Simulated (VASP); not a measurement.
Here is a VASP 6.6.1 calculation.

INCAR

```
SYSTEM = Zn3N2
PREC = Accurate
ENCUT = 600
EDIFF = 1E-6
ISMEAR = 0
SIGMA = 0.03
LREAL = Auto
LASPH = .TRUE.
NELM = 80
ALGO = Normal
ISIF = 3
LWAVE = .FALSE.
LCHARG = .FALSE.
GGA = PS
IBRION = 2
NSW = 90
EDIFFG = -0.01
KPAR = 8
```

KPOINTS

```
regular mesh
0
G
  4 4 4
  0 0 0
```

The input POSCAR:

```
Zn3N2
1.0
   -4.8657039417      4.8657039417      4.8657039417
    4.8657039417     -4.8657039417      4.8657039417
    4.8657039417      4.8657039417     -4.8657039417
Zn N
24 16
Direct
    0.2763928900      0.0240941700      0.0481893800
    0.7477012800      0.2236071100      0.2717964900
    0.0240952100      0.4759058300      0.7522987200
    0.4759047900      0.2282035100      0.4518106200
    0.4518106200      0.4759047900      0.2282035100
    0.0240941700      0.0481893800      0.2763928900
    0.2717964900      0.7477012800      0.2236071100
    0.4759058300      0.7522987200      0.0240952100
    0.7522987200      0.0240952100      0.4759058300
    0.2236071100      0.2717964900      0.7477012800
    0.0481893800      0.2763928900      0.0240941700
    0.2282035100      0.4518106200      0.4759047900
    0.5240941700      0.2477012800      0.9759047900
    0.7282035100      0.2522987200      0.7763928900
    0.9759058300      0.9518106200      0.7236071100
    0.5481893800      0.5240952100      0.7717964900
    0.5240952100      0.7717964900      0.5481893800
    0.9759047900      0.5240941700      0.2477012800
    0.2522987200      0.7763928900      0.7282035100
    0.7236071100      0.9759058300      0.9518106200
    0.2477012800      0.9759047900      0.5240941700
    0.7763928900      0.7282035100      0.2522987200
    0.9518106200      0.7236071100      0.9759058300
    0.7717964900      0.5481893800      0.5240952100
    0.7291215300      0.4791215300      0.2500000000
    0.7500000000      0.7708784700      0.0208784700
    0.0208784700      0.7500000000      0.7708784700
    0.2500000000      0.7291215300      0.4791215300
    0.4791215300      0.2500000000      0.7291215300
    0.7708784700      0.0208784700      0.7500000000
    0.2708784700      0.5208784700      0.7500000000
    0.2500000000      0.2291215300      0.9791215300
    0.9791215300      0.2500000000      0.2291215300
    0.7500000000      0.2708784700      0.5208784700
    0.5208784700      0.7500000000      0.2708784700
    0.2291215300      0.9791215300      0.2500000000
    0.5000000000      0.0000000000      0.0000000000
    0.0000000000      0.0000000000      0.5000000000
    0.0000000000      0.5000000000      0.0000000000
    0.5000000000      0.5000000000      0.5000000000
```

Potentials or basis: VASP PAW PBE potentials, release 64 (Zn, N).

The run is started by

```console
$ cat potpaw_PBE.64/Zn/POTCAR potpaw_PBE.64/N/POTCAR > POTCAR
$ mpirun -np 8 vasp_std > vasp.out
```

(1) Estimate the relaxed cell.

(2) Predict the relaxed volume.

(3) What does it give for the band gap on the k mesh?

(4) Estimate the space group after relaxing (to 0.1 Å).

## Answers

(1) a = 8.401 Å, b = 8.401 Å, c = 8.401 Å, α = 109.47°, β = 109.47°, γ = 109.47°.

(2) 11.41 Å³/atom.

(3) zero (filled and empty bands touch).

(4) Ia-3 (No. 206).

Caveat: the PAW data sets were made with another functional, which shifts forces and pressure a little.
